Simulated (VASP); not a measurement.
Ga:

```
Ga
1.0
    -1.33962    1.33962    1.33962
     1.33962   -1.33962    1.33962
     1.33962    1.33962   -1.33962
Ga
1
Cartesian
  0.0000 0.0000 0.0000
```

Base run:

- Program: VASP 6.6.1
- Functional: PBE
- Dispersion: D3(BJ)
- Potentials or basis: VASP PAW PBE potentials, release 64 (Ga_d)
- Cutoff: 500 eV
- k mesh: 16 × 16 × 16
- Occupations: fermi-dirac, width 0.08 eV
- Spin: no spin polarisation

Its results: pressure 167.2 GPa.

Q: The run is repeated on the same cell with these changes: dispersion from D3(BJ) to none; cutoff from 500 eV to 520 eV. What comes out?

A: Pressure 177.6 GPa.

Caveats: pairwise dispersion overbinds metals, which lowers pressure and volume (some runs).
